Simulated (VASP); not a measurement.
# BN in VASP: further runs, part 2 of 2

VASP 6.6.1.

## 5. Relaxation of the atoms, PBE+D3(BJ)

The input, INCAR:

```
SYSTEM = BN
ALGO = Normal
DIPOL = 0.5 0.5 0.500
EDIFF = 1E-6
EDIFFG = -0.01
ENCUT = 520
GGA = PE
IBRION = 2
IDIPOL = 3
ISIF = 2
ISMEAR = 0
IVDW = 12
LASPH = .TRUE.
LCHARG = .FALSE.
LDIPOL = .TRUE.
LREAL = .FALSE.
LWAVE = .FALSE.
NELM = 80
NSW = 70
PREC = Accurate
SIGMA = 0.02
```

The input, KPOINTS:

```
k-points
0
G
  12 12 1
  0 0 0
```

The input, POSCAR:

```
BN
1.0
    2.5087620658      0.0000000000      0.0000000000
   -1.2543810329      2.1726516810      0.0000000000
    0.0000000000      0.0000000000     32.6000000000
B N
2 2
Selective dynamics
Direct
    0.0000000000      0.0000000000      0.4493865031  F F T
    0.6666666667      0.3333333333      0.5506134969  F F T
    0.6666666667      0.3333333333      0.4493865031  T T T
    0.0000000000      0.0000000000      0.5506134969  T T T
```

Potentials or basis: VASP PAW PBE potentials, release 64 (B, N).

On the command line:

```
cat potpaw_PBE.64/B/POTCAR potpaw_PBE.64/N/POTCAR > POTCAR
mpirun -np 1 vasp_std > vasp.out
```

OUTCAR:

```text
SYSTEM = BN
   EDIFF = 1E-6
   EDIFFG = -0.01
   ENCUT = 520
   GGA = PE
   IBRION = 2
   ISIF = 2
   ISMEAR = 0
   IVDW = 12
   LASPH = .TRUE.
   LREAL = .FALSE.
   NELM = 80
   NSW = 70
   PREC = Accurate
 IVDW          = 12

 ion  position               nearest neighbor table
   1  0.000  0.000  0.449-   3 1.45   3 1.45   3 1.45
   2  0.667  0.333  0.551-   4 1.45   4 1.45   4 1.45
   3  0.667  0.333  0.449-   1 1.45   1 1.45   1 1.45
   4  0.000  0.000  0.551-   2 1.45   2 1.45   2 1.45

  LATTYP: Found a hexagonal cell.
 ALAT       =     2.5087620658
 C/A-ratio  =    12.9944566862

  Lattice vectors:

 A1 = (   2.5087620658,   0.0000000000,   0.0000000000)
 A2 = (  -1.2543810329,   2.1726516810,   0.0000000000)
 A3 = (   0.0000000000,   0.0000000000,  32.6000000000)

Analysis of symmetry for initial positions (statically):
=====================================================================
 Subroutine PRICEL returns:
 Original cell was already a primitive cell.

 Routine SETGRP: Setting up the symmetry group for a
 hexagonal supercell.

 Subroutine GETGRP returns: Found 12 space group operations
 (whereof  6 operations were pure point group operations)
 out of a pool of 24 trial point group operations.

The static configuration has the point symmetry C_3v.
 The point group associated with its full space group is D_3d.

Analysis of symmetry for dynamics (positions and initial velocities):
=====================================================================
 Subroutine PRICEL returns:
 Original cell was already a primitive cell.

 Routine SETGRP: Setting up the symmetry group for a
 hexagonal supercell.

 Subroutine GETGRP returns: Found 12 space group operations
 (whereof  6 operations were pure point group operations)
 out of a pool of 24 trial point group operations.

The dynamic configuration has the point symmetry C_3v.
 The point group associated with its full space group is D_3d.

Analysis of constrained symmetry for selective dynamics:
=====================================================================
 Subroutine PRICEL returns:
 Original cell was already a primitive cell.

 Routine SETGRP: Setting up the symmetry group for a
 hexagonal supercell.

 Subroutine GETGRP returns: Found 12 space group operations
 (whereof  6 operations were pure point group operations)
 out of a pool of 24 trial point group operations.

The constrained configuration has the point symmetry C_3v.
 The point group associated with its full space group is D_3d.

 Subroutine INISYM returns: Found 12 space group operations
 (whereof  6 operations are pure point group operations),
 and found     1 'primitive' translations

----------------------------------------------------------------------------------------

                                     Primitive cell

  volume of cell :     177.6917

  direct lattice vectors                    reciprocal lattice vectors
     2.508762066  0.000000000  0.000000000     0.398602966  0.230133530  0.000000000
    -1.254381033  2.172651681  0.000000000     0.000000000  0.460267059  0.000000000
[... 63 lines left out ...]
  0.333333  0.250000  0.000000     12.000000
  0.333333  0.333333  0.000000      2.000000
   k-points           NKPTS =     19   k-points in BZ     NKDIM =     19   number of bands    NBANDS=     12
   number of dos      NEDOS =    301   number of ions     NIONS =      4
   total plane-waves  NPLWV = 100000
   dimension x,y,z NGX =    20 NGY =   20 NGZ =  250
   dimension x,y,z NGXF=    40 NGYF=   40 NGZF=  500
   ions per type =               2   2
   NGX,Y,Z   is equivalent  to a cutoff of  13.25, 13.25, 12.75 a.u.
   NGXF,Y,Z  is equivalent  to a cutoff of  26.51, 26.51, 25.50 a.u.
 SYSTEM =  BN
   PREC   = accura    normal or accurate (medium, high low for compatibility)
   ISTART =      0    job   : 0-new  1-cont  2-samecut
   ICHARG =      2    charge: 1-file 2-atom 10-const
   ISPIN  =      1    spin polarized calculation?
   LNONCOLLINEAR =      F non collinear calculations
   LSORBIT =      F    spin-orbit coupling
   LASPH  =      T    aspherical Exc in radial PAW
   ENCUT  =  520.0 eV  38.22 Ry    6.18 a.u.   4.66  4.66 60.61*2*pi/ulx,y,z
   NELM   =     80;   NELMIN=  2; NELMDL= -5     # of ELM steps
   EDIFF  = 0.1E-05   stopping-criterion for ELM
   LREAL  =      F    real-space projection
   EDIFFG = -.1E-01   stopping-criterion for IOM
   NSW    =     70    number of steps for IOM
   IBRION =      2    ionic relax: 0-MD 1-quasi-New 2-CG
   NFREE  =      1    steps in history (QN), initial steepest desc. (CG)
   ISIF   =      2    stress and relaxation
   ISYM   =      2    0-nonsym 1-usesym 2-fastsym
   POTIM  = 0.5000    time-step for ionic-motion
   TEBEG  =    0.0;   TEEND  =   0.0 temperature during run
   PSTRESS=    0.0 pullay stress
   NELECT =      16.0000    total number of electrons
   NUPDOWN=      -1.0000    fix difference up-down
   EMIN   =  10.00;   EMAX   =-10.00  energy-range for DOS
   EFERMI =   0.00;   METHOD = LEGACY
   ISMEAR =     0;   SIGMA  =   0.02  broadening in eV -4-tet -1-fermi 0-gaus
   EFERMI_NEDOS =   21; number of points for ismear=-14 and -15
   IALGO  =     38    algorithm
   IMIX   =      4    mixing-type and parameters
     AMIX     =   0.40;   BMIX     =  1.00
     AMIX_MAG =   1.60;   BMIX_MAG =  1.00
  volume/ion in A,a.u.               =      44.42       299.78
  Fermi-wavevector in a.u.,A,eV,Ry     =   0.733769  1.386622  7.325598  0.538416
  Thomas-Fermi vector in A             =   1.826558
   LORBIT       =      0    0 simple, 1 ext, 2 COOP (PROOUT), +10 PAW based schemes
   GGA     = PE    functional components
   LHFCALC =     F    Hartree Fock is set to
   AEXX    =    0.0000 exact exchange contribution
   IVDW    =    12    specifies the selected vdW correction
   LEPSILON=     F    determine dielectric tensor
   LRPA    =     F    only Hartree local field effects (RPA)
 conjugate gradient relaxation of ions
 non-spin polarized calculation
 Gauss-broadening in eV      SIGMA  =   0.02
  energy-cutoff  :      520.00
  volume of cell :      177.69
 maximum number of plane-waves:      4825
 NGX is ok and might be reduce to    20
   NGX =  9   NGY =  9   NGZ =121

--------------------------------------- Ionic step        1  -------------------------------------------

 number of electron      16.0000001 magnetization

 Free energy of the ion-electron system (eV)
  ---------------------------------------------------
  ext. energy  EPLUGINS =         0.00000000
  ---------------------------------------------------
  free energy    TOTEN  =       -35.17597827 eV

  energy without entropy =      -35.17597827  energy(sigma->0) =      -35.17597827

------------------------ aborting loop because EDIFF is reached ----------------------------------------

 Edisp (eV)   -0.42584

 E8    (eV) :    -0.1315
[... 201 lines left out ...]
--------------------------------------- Ionic step        6  -------------------------------------------

 number of electron      16.0000001 magnetization

 dipolmoment           0.000000      0.000000      0.000000 electrons x Angstroem

 Free energy of the ion-electron system (eV)
  ---------------------------------------------------
  ext. energy  EPLUGINS =         0.00000000
  ---------------------------------------------------
  free energy    TOTEN  =       -35.17643778 eV

  energy without entropy =      -35.17643778  energy(sigma->0) =      -35.17643778

 E-fermi :  -4.1241     XC(G=0):  -2.3527

 val. band max:       -4.2223244201   @ k =   0.3333   0.3333   0.0000
 cond. band min:       0.2637221774   @ k =   0.5000   0.0000   0.0000
 fundamental gap:      4.4860465975
 Fermi energy:        -4.1241205386

 k-point     1 :       0.0000    0.0000    0.0000
  band No.  band energies     occupation
      1     -21.9054      2.00000
      2     -21.7518      2.00000
      3      -9.9392      2.00000
      4      -8.8625      2.00000
      5      -5.5425      2.00000
      6      -5.5425      2.00000
      7      -5.5227      2.00000
      8      -5.5227      2.00000
      9       0.6299      0.00000
     10       1.1048      0.00000
     11       1.6425      0.00000
     12       1.8713      0.00000
[... 258 lines left out ...]
      1     -18.1796      2.00000
      2     -18.1796      2.00000
      3     -12.1114      2.00000
      4     -12.0271      2.00000
      5     -11.3499      2.00000
      6     -11.3499      2.00000
      7      -4.2223      2.00000
      8      -4.2223      2.00000
      9       0.5070      0.00000
     10       0.5070      0.00000
     11       7.2149      0.00000
     12       9.0589      0.00000

------------------------ aborting loop because EDIFF is reached ----------------------------------------

 vacuum level on the upper side and lower side of the slab       (xc-potential included)        -0.009        -0.009

 Edisp (eV)   -0.42549

 E8    (eV) :    -0.1314

  FORCE on cell =-STRESS in cart. coord.  units (eV):
  Direction    XX          YY          ZZ          XY          YZ          ZX
  --------------------------------------------------------------------------------------
  -------------------------------------------------------------------------------------
  Total      -0.06140    -0.06140     0.01596     0.00000     0.00000     0.00000
  in kB      -0.55365    -0.55365     0.14388     0.00000     0.00000     0.00000
  external pressure =       -0.32 kB  Pullay stress =        0.00 kB
[... 19 lines left out ...]
  FREE ENERGIE OF THE ION-ELECTRON SYSTEM (eV)
  ---------------------------------------------------
  free  energy   TOTEN  =       -35.6019289418 eV

  energy  without entropy=      -35.6019289418  energy(sigma->0) =      -35.60192894

 reached required accuracy - stopping structural energy minimisation

 vacuum level on the upper side and lower side of the slab         1.644         1.644
```

OSZICAR:

```text
N       E                     dE             d eps       ncg     rms          rms(c)
DAV:   1     0.135261726217E+03    0.13526E+03   -0.63249E+03   496   0.982E+02
DAV:   2    -0.182619233024E+02   -0.15352E+03   -0.13429E+03   776   0.201E+02
DAV:   3    -0.382578792167E+02   -0.19996E+02   -0.19075E+02   612   0.974E+01
DAV:   4    -0.388407782016E+02   -0.58290E+00   -0.58149E+00   580   0.196E+01
[... 39 lines left out ...]
       N       E                     dE             d eps       ncg     rms          rms(c)
DAV:   1    -0.351764279755E+02   -0.26228E-03   -0.17767E-02   464   0.117E+00    0.216E-02
DAV:   2    -0.351764393521E+02   -0.11377E-04   -0.22305E-04   544   0.142E-01    0.143E-02
DAV:   3    -0.351764371149E+02    0.22372E-05   -0.84363E-06   608   0.305E-02    0.693E-03
DAV:   4    -0.351764377753E+02   -0.66036E-06   -0.37940E-06   552   0.183E-02
   6 F= -.35601929E+02 E0= -.35601929E+02  d E =-.575775E-04
```

It took 2.5 min on 1 thread of Intel Xeon 8259CL, shared host; peak memory 0.33 GiB.

What came out:

```
Free energy                : -35.6019 eV
Energy gained by relaxing  : 0.0 meV/atom
Ionic steps                : 6
Band gap on the k mesh     : 4.49 eV (least direct gap 4.73 eV)
Dispersion energy per atom : -0.106 eV
```

Step by step:
```
step  energy change (eV)  largest force on free atoms (eV/Å)  pressure (GPa)
   1              0.0000                              0.0340           -0.03
   2              0.0000                              0.0180           -0.03
   3             -0.0001                              0.0116           -0.03
   4             -0.0001                              0.0111           -0.03
   5             -0.0001                              0.0108           -0.03
   6             -0.0001                              0.0095           -0.03
```

Final structure:
```xyz
4
Lattice="2.5088 0.0000 0.0000 -1.2544 2.1727 0.0000 0.0000 0.0000 32.6000" Properties=species:S:1:pos:R:3 pbc="T T T"
B     0.0000    0.0000   14.6489
B     1.2544    0.7242   17.9511
N     1.2544    0.7242   14.6470
N     0.0000    0.0000   17.9530
```

## 6. The runs side by side

| task | cell | atoms held fixed (from 0) | gap on the mesh (eV) |
| --- | --- | --- | --- |
| single point | as given, atomic positions A | - | 4.15 |
| single point | as given, atomic positions B | - | 4.20 |
| single point | as given, atomic positions C | - | 4.50 |
| relaxation of the atoms | atoms relaxed, atomic positions D | [0, 1] | 4.49 |

Alike in all rows: level PBE+D3(BJ); potentials or basis VASP PAW PBE potentials, release 64 (B, N); no spin polarisation; k mesh 12 × 12 × 1; cutoff (eV) 520; smearing gaussian 0.02 eV.

Total energies depend on the potentials used, so only differences within one code and one set of settings carry meaning.
